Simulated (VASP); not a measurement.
Input of a VASP 6.6.1 run:

Contents of INCAR:

```
PREC = Accurate
ENCUT = 520
EDIFF = 1E-7
ISMEAR = 0
SIGMA = 0.15
LREAL = F
LASPH = T
NELM = 100
ALGO = Normal
ISIF = 2
LWAVE = F
LCHARG = F
GGA = PE
NBANDS = 15
```

File KPOINTS:

```
Automatic mesh
0
Gamma
  15 15 12
```

Contents of POSCAR:

```
TaN
1.0
    2.9905122097     -0.0129826842      0.0745129484
   -1.5064994392      2.5002489944     -0.1852511027
    0.0731891489     -0.1678534491      2.7367466887
Ta N
1 1
Direct
    0.3405459669      0.6738562655      0.5015730382
   -0.0072126336     -0.0071895988     -0.0015730382
```

Potentials or basis: VASP PAW PBE potentials, release 64 (Ta_pv, N).

Launch:

```bash
$ cat potpaw_PBE.64/Ta_pv/POTCAR potpaw_PBE.64/N/POTCAR > POTCAR
$ mpirun -np 1 vasp_std > vasp.out
```

**Question.** Predict the largest force.

**Answer.** 0.008 eV/Å.

**Question.** Estimate the pressure.

**Answer.** 37.4 GPa.

Forces on the atoms (eV/Å):
```
Ta   0.001  0.008  0.002
N   -0.001 -0.008 -0.002
```

Caveat: the cell differs from its parent crystal (all atoms moved at random, sigma 0.02 Å a component, cell strained at random, sigma 0.03, then relaxed in part).
